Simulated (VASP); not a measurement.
# Si2W3 (P6/mmm) in VASP: further runs

Si2W3 is run at these levels: PBE; tasks: single point, relaxation of cell and atoms.

Everything below comes from runs of VASP 6.6.1. Logs are shortened: lines on timing, memory, paths and dates and some standing lists are left out, and cuts for length are marked.

## Step 1: The cell of the first run

It takes space group P6/mmm (No. 191, hexagonal). Conventional cell: a = 4.729 Å, b = 4.729 Å, c = 4.928 Å, α = 90.00°, β = 90.00°, γ = 120.00°. Within 3.3 Å of Si (site symmetry -6m2) lie 2 W at 2.46 Å and 3 Si at 2.73 Å. W (site symmetry -6m2) has 2 Si at 2.46 Å and 6 W at 2.73 Å within 3.3 Å. Within 3.7 Å of W (site symmetry 6/mmm) lie 6 W at 2.73 Å and 12 Si at 3.68 Å.

The cell was generated, and may not be a known phase.

## Step 2: Single point, PBE

Input file INCAR:

```
PREC = Accurate ; ENCUT = 520
EDIFF = 1E-7 ; ISMEAR = 0
SIGMA = 0.1 ; LREAL = False
LASPH = True ; NELM = 80
ALGO = Fast ; ISIF = 2
LWAVE = False ; LCHARG = False
GGA = PE ; NBANDS = 33
```

Input file KPOINTS:

```
Automatic mesh
0
Gamma
  6 6 4
```

Input file POSCAR:

```
Si2W3
1.0
    4.7289744051     -0.0000000029      0.0000000000
   -2.3644872000      4.0954119701      0.0000000000
    0.0000000000      0.0000000000      4.9276330123
Si W
2 3
Direct
    0.3333333333      0.6666666667      0.5000000000
    0.6666666667      0.3333333333      0.5000000000
    0.3333333333      0.6666666667      0.0000000000
    0.6666666667      0.3333333333      0.0000000000
    0.0000000000      0.0000000000      0.0000000000
```

Potentials or basis: VASP PAW PBE potentials, release 64 (Si, W_sv).

On the command line:

```
cat potpaw_PBE.64/Si/POTCAR potpaw_PBE.64/W_sv/POTCAR > POTCAR
mpirun -np 1 vasp_std > vasp.out
```

OUTCAR:

```text
PREC = Accurate
   ENCUT = 520
   EDIFF = 1E-7
   ISMEAR = 0
   LREAL = False
   LASPH = True
   NELM = 80
   ISIF = 2
   GGA = PE

 ion  position               nearest neighbor table
   1  0.333  0.667  0.500-   3 2.46   3 2.46   2 2.73   2 2.73   2 2.73
   2  0.667  0.333  0.500-   4 2.46   4 2.46   1 2.73   1 2.73   1 2.73
   3  0.333  0.667  0.000-   1 2.46   1 2.46   5 2.73   4 2.73   4 2.73   5 2.73   5 2.73   4 2.73

   4  0.667  0.333  0.000-   2 2.46   2 2.46   5 2.73   3 2.73   3 2.73   5 2.73   5 2.73   3 2.73

   5  0.000  0.000  0.000-   3 2.73   4 2.73   3 2.73   4 2.73   4 2.73   3 2.73

  LATTYP: Found a hexagonal cell.
 ALAT       =     4.7289744051
 C/A-ratio  =     1.0420088142

  Lattice vectors:

 A1 = (   4.7289744051,  -0.0000000029,   0.0000000000)
 A2 = (  -2.3644872000,   4.0954119701,   0.0000000000)
 A3 = (   0.0000000000,   0.0000000000,   4.9276330123)

Analysis of symmetry for initial positions (statically):
=====================================================================
 Subroutine PRICEL returns:
 Original cell was already a primitive cell.

 Routine SETGRP: Setting up the symmetry group for a
 hexagonal supercell.

 Subroutine GETGRP returns: Found 24 space group operations
 (whereof 24 operations were pure point group operations)
 out of a pool of 24 trial point group operations.

The static configuration has the point symmetry D_6h.

Analysis of symmetry for dynamics (positions and initial velocities):
=====================================================================
 Subroutine PRICEL returns:
 Original cell was already a primitive cell.

 Routine SETGRP: Setting up the symmetry group for a
 hexagonal supercell.

 Subroutine GETGRP returns: Found 24 space group operations
 (whereof 24 operations were pure point group operations)
 out of a pool of 24 trial point group operations.

The dynamic configuration has the point symmetry D_6h.

 Subroutine INISYM returns: Found 24 space group operations
 (whereof 24 operations are pure point group operations),
 and found     1 'primitive' translations

----------------------------------------------------------------------------------------

                                     Primitive cell

  volume of cell :      95.4340

  direct lattice vectors                    reciprocal lattice vectors
     4.728974405 -0.000000003  0.000000000     0.211462341  0.122087840  0.000000000
[... 91 lines left out ...]
   NSW    =      0    number of steps for IOM
   IBRION =     -1    ionic relax: 0-MD 1-quasi-New 2-CG
   NFREE  =      0    steps in history (QN), initial steepest desc. (CG)
   ISIF   =      2    stress and relaxation
   ISYM   =      2    0-nonsym 1-usesym 2-fastsym
   POTIM  = 0.5000    time-step for ionic-motion
   TEBEG  =    0.0;   TEEND  =   0.0 temperature during run
   PSTRESS=    0.0 pullay stress
   NELECT =      50.0000    total number of electrons
   NUPDOWN=      -1.0000    fix difference up-down
   EMIN   =  10.00;   EMAX   =-10.00  energy-range for DOS
   EFERMI =   0.00;   METHOD = LEGACY
   ISMEAR =     0;   SIGMA  =   0.10  broadening in eV -4-tet -1-fermi 0-gaus
   EFERMI_NEDOS =   21; number of points for ismear=-14 and -15
   IALGO  =     68    algorithm
   IMIX   =      4    mixing-type and parameters
     AMIX     =   0.40;   BMIX     =  1.00
     AMIX_MAG =   1.60;   BMIX_MAG =  1.00
  volume/ion in A,a.u.               =      19.09       128.80
  Fermi-wavevector in a.u.,A,eV,Ry     =   1.319767  2.493998 23.698415  1.741784
  Thomas-Fermi vector in A             =   2.449641
   LORBIT       =      0    0 simple, 1 ext, 2 COOP (PROOUT), +10 PAW based schemes
   GGA     = PE    functional components
   LHFCALC =     F    Hartree Fock is set to
   AEXX    =    0.0000 exact exchange contribution
   IVDW    =     0    specifies the selected vdW correction
   LEPSILON=     F    determine dielectric tensor
   LRPA    =     F    only Hartree local field effects (RPA)
 non-spin polarized calculation
 RMM-DIIS sequential band-by-band and
 Gauss-broadening in eV      SIGMA  =   0.10
  energy-cutoff  :      520.00
  volume of cell :       95.43
 maximum number of plane-waves:      2622
 NGX is ok and might be reduce to    36
   NGX = 17   NGY = 17   NGZ = 19

 number of electron      49.9999999 magnetization

 Free energy of the ion-electron system (eV)
  ---------------------------------------------------
  ext. energy  EPLUGINS =         0.00000000
  ---------------------------------------------------
  free energy    TOTEN  =       -43.95287237 eV

  energy without entropy =      -43.93033762  energy(sigma->0) =      -43.94160499

 E-fermi :   7.7539     XC(G=0): -11.3789

 val. band max:        7.7223090942   @ k =   0.1667  -0.0000   0.5000
 cond. band min:       7.8011243276   @ k =   0.1667  -0.0000   0.2500
 fundamental gap:      0.0788152334
 Fermi energy:         7.7538788807

 k-point     1 :       0.0000    0.0000    0.0000
  band No.  band energies     occupation
      1     -66.3110      2.00000
      2     -65.9038      2.00000
      3     -65.8220      2.00000
      4     -30.6999      2.00000
      5     -30.6233      2.00000
      6     -30.6233      2.00000
[... 745 lines left out ...]
     32      11.5669      0.00000
     33      11.6497      0.00000

------------------------ aborting loop because EDIFF is reached ----------------------------------------

  FORCE on cell =-STRESS in cart. coord.  units (eV):
  Direction    XX          YY          ZZ          XY          YZ          ZX
  --------------------------------------------------------------------------------------
  -------------------------------------------------------------------------------------
  Total        0.3123421      0.3123421     -0.1049519      0.0000000      0.0000000     -0.0000000
  in kB        5.2437045      5.2437045     -1.7619685      0.0000000      0.0000000     -0.0000000
  external PRESSURE =       2.9084801 kB  Pullay stress =       0.0000000 kB

 VOLUME and BASIS-vectors are now :
 -----------------------------------------------------------------------------
  energy-cutoff  :      520.00
  volume of cell :       95.43
      direct lattice vectors                 reciprocal lattice vectors
     4.728974405 -0.000000003  0.000000000     0.211462341  0.122087840  0.000000000
    -2.364487200  4.095411970  0.000000000     0.000000000  0.244175679  0.000000000
     0.000000000  0.000000000  4.927633012     0.000000000  0.000000000  0.202937191

 POSITION                                       TOTAL-FORCE (eV/Angst)
 -----------------------------------------------------------------------------------
      0.00000      2.73027      2.46382         0.000000     -0.000000      0.000000
      2.36449      1.36514      2.46382         0.000000     -0.000000      0.000000
      0.00000      2.73027      0.00000         0.000000     -0.000000      0.000000
      2.36449      1.36514      0.00000        -0.000000      0.000000      0.000000
      0.00000      0.00000      0.00000         0.000000     -0.000000      0.000000
 -----------------------------------------------------------------------------------
    total drift:                                0.000000      0.000000      0.000000

  FREE ENERGIE OF THE ION-ELECTRON SYSTEM (eV)
  ---------------------------------------------------
  free  energy   TOTEN  =       -43.9528723741 eV

  energy  without entropy=      -43.9303376159  energy(sigma->0) =      -43.94160499
```

OSZICAR:

```text
N       E                     dE             d eps       ncg     rms          rms(c)
DAV:   1     0.518753633575E+03    0.51875E+03   -0.27293E+04  1402   0.158E+03
DAV:   2    -0.211164720790E+02   -0.53987E+03   -0.52308E+03  1548   0.473E+02
DAV:   3    -0.456078526881E+02   -0.24491E+02   -0.23292E+02  1749   0.962E+01
DAV:   4    -0.462216513311E+02   -0.61380E+00   -0.60441E+00  1593   0.145E+01
DAV:   5    -0.462373075571E+02   -0.15656E-01   -0.15596E-01  1787   0.235E+00    0.312E+01
RMM:   6    -0.450126156226E+02    0.12247E+01   -0.63115E+00  1664   0.111E+01    0.140E+01
RMM:   7    -0.448288624401E+02    0.18375E+00   -0.34657E+00  1655   0.905E+00    0.856E+00
RMM:   8    -0.439426678348E+02    0.88619E+00   -0.85536E-01  1610   0.515E+00    0.128E+00
RMM:   9    -0.439532179194E+02   -0.10550E-01   -0.27567E-01  1770   0.210E+00    0.101E+00
RMM:  10    -0.439528668298E+02    0.35109E-03   -0.43844E-02  1661   0.117E+00    0.540E-01
RMM:  11    -0.439527805410E+02    0.86289E-04   -0.17054E-02  1885   0.546E-01    0.106E-01
RMM:  12    -0.439528543297E+02   -0.73789E-04   -0.21326E-03  1910   0.247E-01    0.622E-02
RMM:  13    -0.439528798176E+02   -0.25488E-04   -0.39440E-04  1887   0.107E-01    0.658E-02
RMM:  14    -0.439528694627E+02    0.10355E-04   -0.90494E-05  1829   0.626E-02    0.186E-02
RMM:  15    -0.439528719452E+02   -0.24825E-05   -0.28921E-05  1868   0.291E-02    0.451E-03
RMM:  16    -0.439528723744E+02   -0.42920E-06   -0.52112E-06  1911   0.141E-02    0.380E-03
RMM:  17    -0.439528723860E+02   -0.11611E-07   -0.13080E-06  1633   0.669E-03    0.184E-03
RMM:  18    -0.439528723741E+02    0.11959E-07   -0.30341E-07  1235   0.304E-03
   1 F= -.43952872E+02 E0= -.43941605E+02  d E =-.225348E-01
```

stdout:

```text
POSCAR found type information on POSCAR SiW
 POSCAR found :  2 types and       5 ions
 scaLAPACK will be used
 LDA part: xc-table for (Slater+PW92), standard interpolation
 POSCAR, INCAR and KPOINTS ok, starting setup
 FFT: planning ... GRIDC
 FFT: planning ... GRID_SOFT
 FFT: planning ... GRID
 WAVECAR not read
 entering main loop
```

It took 72 s on 1 thread of Intel Xeon Platinum 8488C (Sapphire Rapids), shared host; peak memory 0.24 GiB.

Results:

```
Free energy            : -43.9529 eV
Pressure               : 0.3 GPa
Band gap on the k mesh : zero (bands 25 and 26 overlap by 1.76 eV)
```

Levels at points of the mesh, in eV from the Fermi level:
```tsv
k point	band 22	band 23	band 24	band 25	band 26	band 27	band 28	band 29
(0.00, 0.00, 0.00)	-1.51	-1.49	-1.49	-0.16	-0.15	-0.15	0.22	0.22
(0.50, 0.00, 0.00)	-2.08	-1.95	-1.60	1.40	1.43	1.53	1.63	1.68
(0.00, 0.00, 0.50)	-1.30	-1.30	-1.13	-1.13	-0.12	-0.12	0.68	1.82
(0.50, 0.00, 0.50)	-2.04	-1.97	-0.62	0.14	0.45	1.19	1.58	1.59
```

Caveat: spin-orbit coupling is left out, which moves the levels of the heavy elements.

## Step 3: Single point, PBE

This run uses another cell than the first one, of 19.79 Å³/atom.

Input file INCAR:

```
PREC = Accurate
ENCUT = 520
EDIFF = 1E-6
ISMEAR = 0
SIGMA = 0.1
LREAL = False
LASPH = True
NELM = 60
ALGO = Normal
ISIF = 2
LWAVE = False
LCHARG = True
GGA = PE
LELF = True
LVHAR = True
NBANDS = 33
```

KPOINTS is that of step 2.

Input file POSCAR:

```
Si2W3
1.0
    4.6633532700      0.0000000000      0.0000000000
   -2.3316766300      4.0385824000      0.0000000000
    0.0000000000      0.0000000000      5.2528455400
Si W
2 3
Direct
    0.3333333300      0.6666666700      0.5000000000
    0.6666666700      0.3333333300      0.5000000000
    0.3333333300      0.6666666700      0.0000000000
    0.6666666700      0.3333333300      0.0000000000
    0.0000000000      0.0000000000      0.0000000000
```

Potentials or basis: VASP PAW PBE potentials, release 64 (Si, W_sv).

On the command line:

```
cat potpaw_PBE.64/Si/POTCAR potpaw_PBE.64/W_sv/POTCAR > POTCAR
mpirun -np 1 vasp_std > vasp.out
```

OUTCAR:

```text
PREC = Accurate
   ENCUT = 520
   EDIFF = 1E-6
   ISMEAR = 0
   LREAL = False
   LASPH = True
   NELM = 60
   ISIF = 2
   GGA = PE

 ion  position               nearest neighbor table
   1  0.333  0.667  0.500-   3 2.63   3 2.63   2 2.69   2 2.69   2 2.69
   2  0.667  0.333  0.500-   4 2.63   4 2.63   1 2.69   1 2.69   1 2.69
   3  0.333  0.667  0.000-   1 2.63   1 2.63   5 2.69   4 2.69   4 2.69   5 2.69   5 2.69   4 2.69

   4  0.667  0.333  0.000-   2 2.63   2 2.63   5 2.69   3 2.69   3 2.69   5 2.69   5 2.69   3 2.69

   5  0.000  0.000  0.000-   3 2.69   4 2.69   3 2.69   4 2.69   4 2.69   3 2.69
[... 956 lines left out ...]
  -------------------------------------------------------------------------------------
  Total        1.6062655      1.6062655     -9.2953194      0.0000000     -0.0000000     -0.0000000
  in kB       26.0139337     26.0139337   -150.5403784      0.0000000     -0.0000000     -0.0000000
  external PRESSURE =     -32.8375036 kB  Pullay stress =       0.0000000 kB

 VOLUME and BASIS-vectors are now :
 -----------------------------------------------------------------------------
  energy-cutoff  :      520.00
  volume of cell :       98.93
      direct lattice vectors                 reciprocal lattice vectors
     4.663353270  0.000000000  0.000000000     0.214437968  0.123805818  0.000000000
    -2.331676630  4.038582400  0.000000000     0.000000000  0.247611637  0.000000000
     0.000000000  0.000000000  5.252845540     0.000000000  0.000000000  0.190373007

 POSITION                                       TOTAL-FORCE (eV/Angst)
 -----------------------------------------------------------------------------------
     -0.00000      2.69239      2.62642        -0.000000      0.000000      0.000000
      2.33168      1.34619      2.62642         0.000000     -0.000000      0.000000
     -0.00000      2.69239      0.00000         0.000000     -0.000000      0.000000
      2.33168      1.34619      0.00000        -0.000000     -0.000000     -0.000000
      0.00000      0.00000      0.00000        -0.000000     -0.000000      0.000000
 -----------------------------------------------------------------------------------
    total drift:                                0.000000      0.000000     -0.000000

  FREE ENERGIE OF THE ION-ELECTRON SYSTEM (eV)
  ---------------------------------------------------
  free  energy   TOTEN  =       -43.5645308101 eV

  energy  without entropy=      -43.5414976873  energy(sigma->0) =      -43.55301425
```

It took 54 s on 1 thread of Intel Xeon Platinum 8488C (Sapphire Rapids), shared host; peak memory 0.24 GiB.

What came out:

```
Free energy            : -43.5645 eV
Pressure               : -3.3 GPa
Band gap on the k mesh : zero (bands 25 and 26 overlap by 1.38 eV)
```

Levels at points of the mesh, in eV from the Fermi level:
```
           k point  band 23  band 24  band 25  band 26  band 27  band 28
(0.00, 0.00, 0.00)    -1.41    -1.41    -0.21    -0.21    -0.10    -0.10
(0.50, 0.00, 0.00)    -2.11    -1.56     1.02     1.09     1.22     1.35
(0.00, 0.00, 0.50)    -1.28    -1.17    -1.17    -0.19    -0.19     0.74
(0.50, 0.00, 0.50)    -2.06    -0.84    -0.19     0.06     1.01     1.59
```

Caveat: the stress differs along the axes, from -15 to 3 GPa; spin-orbit coupling is left out, which moves the levels of the heavy elements.

## Step 4: Single point, PBE

This run uses another cell than the first one, of 19.01 Å³/atom.

Input file INCAR:

```
SYSTEM = Si2W3
PREC = Accurate
ENCUT = 520
EDIFF = 1E-7
ISMEAR = 0
SIGMA = 0.1
LREAL = .False.
LASPH = .True.
NELM = 80
ALGO = Fast
ISIF = 2
LWAVE = .False.
LCHARG = .False.
GGA = PE
NBANDS = 33
```

Input file KPOINTS:

```
Automatic mesh
0
Gamma
  12 12 8
  0 0 0
```

Input file POSCAR:

```
Si2W3
1.0
    4.7308277877      0.0000000000      0.0000000000
   -2.3654138938      4.0970170451      0.0000000000
    0.0000000000      0.0000000000      4.9048437388
Si W
2 3
Direct
    0.3333333333      0.6666666667      0.5000000000
    0.6666666667      0.3333333333      0.5000000000
    0.3333333333      0.6666666667      0.0000000000
    0.6666666667      0.3333333333      0.0000000000
    0.0000000000      0.0000000000      0.0000000000
```

On the command line:

```
cat potpaw_PBE.64/Si/POTCAR potpaw_PBE.64/W_sv/POTCAR > POTCAR
mpirun -np 1 vasp_std > vasp.out
```

It took 4.5 min on 1 thread of Intel Xeon Platinum 8488C (Sapphire Rapids), shared host; peak memory 0.36 GiB.

The run converged. Its results:

* Free energy: -43.9162 eV
* Pressure: 0.2 GPa
* Band gap on the k mesh: zero (bands 25 and 26 overlap by 1.75 eV)

Stress tensor (GPa, compression positive):
```
 0.30  0.00  0.00
 0.00  0.30  0.00
 0.00  0.00 -0.02
```

Levels at points of the mesh, in eV from the Fermi level:
```csv
k point,band 22,band 23,band 24,band 25,band 26,band 27,band 28,band 29
"(0.00, 0.00, 0.00)",-1.58,-1.54,-1.54,-0.23,-0.18,-0.18,0.17,0.17
"(0.50, 0.00, 0.00)",-2.11,-1.99,-1.66,1.31,1.32,1.43,1.55,1.58
"(0.00, 0.00, 0.50)",-1.34,-1.34,-1.17,-1.17,-0.15,-0.15,0.65,1.77
"(0.50, 0.00, 0.50)",-2.07,-2.00,-0.68,0.11,0.41,1.07,1.49,1.54
```

Caveat: spin-orbit coupling is left out, which moves the levels of the heavy elements.

## Step 5: Relaxation of cell and atoms, PBE

This run uses another cell than the first one, of 19.79 Å³/atom.

Input file INCAR:

```
PREC = Accurate
ENCUT = 600
EDIFF = 1E-6
ISMEAR = 0
SIGMA = 0.1
LREAL = False
LASPH = True
NELM = 80
ALGO = Normal
ISIF = 3
LWAVE = False
LCHARG = False
GGA = PE
IBRION = 2
NSW = 90
EDIFFG = -0.04
```

Input file KPOINTS:

```
regular mesh
0
Gamma
  6 6 4
```

Input file POSCAR:

```
Si2W3
1.0
    4.6633532700      0.0000000000      0.0000000000
   -2.3316766300      4.0385824000      0.0000000000
    0.0000000000      0.0000000000      5.2528455400
Si W
2 3
Direct
    0.3333333300      0.6666666700      0.5000000000
    0.6666666700      0.3333333300      0.5000000000
    0.3333333300      0.6666666700      0.0000000000
    0.6666666700      0.3333333300      0.0000000000
    0.0000000000      0.0000000000      0.0000000000
```

On the command line:

```
cat potpaw_PBE.64/Si/POTCAR potpaw_PBE.64/W_sv/POTCAR > POTCAR
mpirun -np 1 vasp_std > vasp.out
```

Run time: 5.1 min. Hardware: 1 thread of Intel Xeon Platinum 8488C (Sapphire Rapids), shared host; peak memory 0.29 GiB.

Results (log left out):

- Free energy: -43.9539 eV
- Relaxed volume: 19.13 Å³/atom
- Relaxed cell: a = 4.735 Å, b = 4.735 Å, c = 4.926 Å, α = 90.00°, β = 90.00°, γ = 120.00°
- Space group after relaxing (to 0.1 Å): P6/mmm (No. 191)
- Energy gained by relaxing: 77.8 meV/atom
- Ionic steps: 6
- Pressure after relaxing: 0.0 GPa
- Band gap on the k mesh: zero (bands 25 and 26 overlap by 1.76 eV)

Stress tensor (GPa, compression positive):
```
 0.00  0.00  0.00
 0.00  0.00  0.00
 0.00  0.00 -0.13
```

The path:
```tsv
step	energy change (eV)	largest force (eV/Å)	pressure (GPa)	volume (Å³)
1	0.0000	0.0000	-3.25	98.93
2	-0.2873	0.0000	4.84	92.92
3	-0.3839	0.0000	1.58	94.69
4	-0.3839	0.0000	1.41	94.78
5	-0.3794	0.0000	-1.96	96.88
6	-0.3889	0.0000	-0.05	95.65
```

Final structure:
```
Si W
1.0
     4.73519    0.00000    0.00000
    -2.36759    4.10079    0.00000
     0.00000    0.00000    4.92604
Si W
2 3
Direct
  0.33333 0.66667 0.50000
  0.66667 0.33333 0.50000
  0.33333 0.66667 0.00000
  0.66667 0.33333 0.00000
  0.00000 0.00000 0.00000
```

Levels at points of the mesh, in eV from the Fermi level:
| k point | band 23 | band 24 | band 25 | band 26 | band 27 | band 28 |
| --- | --- | --- | --- | --- | --- | --- |
| (0.00, 0.00, 0.00) | -1.48 | -1.48 | -0.17 | -0.15 | -0.15 | 0.22 |
| (0.50, 0.00, 0.00) | -1.94 | -1.59 | 1.40 | 1.43 | 1.54 | 1.63 |
| (0.00, 0.00, 0.50) | -1.30 | -1.13 | -1.13 | -0.11 | -0.11 | 0.68 |
| (0.50, 0.00, 0.50) | -1.96 | -0.62 | 0.14 | 0.46 | 1.18 | 1.57 |

Caveat: spin-orbit coupling is left out, which moves the levels of the heavy elements.

## Step 6: Overview

| task | cell | k mesh | cutoff (eV) | gap on the mesh (eV) | pressure (GPa) |
| --- | --- | --- | --- | --- | --- |
| single point | a = 4.729, b = 4.729, c = 4.928 Å, angles 90.0, 90.0, 120.0°, 5 atoms | 6 × 6 × 4 | 520 | none | 0.3 |
| single point | a = 4.663, b = 4.663, c = 5.253 Å, angles 90.0, 90.0, 120.0°, 5 atoms | 6 × 6 × 4 | 520 | none | -3.3 |
| single point | a = 4.731, b = 4.731, c = 4.905 Å, angles 90.0, 90.0, 120.0°, 5 atoms | 12 × 12 × 8 | 520 | none | 0.2 |
| relaxation of cell and atoms | relaxed from a = 4.663, b = 4.663, c = 5.253 Å, angles 90.0, 90.0, 120.0°, 5 atoms | 6 × 6 × 4 | 600 | none | 0.0 |

Alike in all rows: level PBE; potentials or basis VASP PAW PBE potentials, release 64 (Si, W_sv); no spin polarisation; smearing gaussian 0.1 eV.

Caveats: spin-orbit coupling is left out, which moves the levels of the heavy elements; the stress differs along the axes, from -15 to 3 GPa (at least some runs).

Absolute energies hang on the potentials; compare differences alone.

The gap in the log of VASP goes by the Fermi energy; the results here count the filled bands.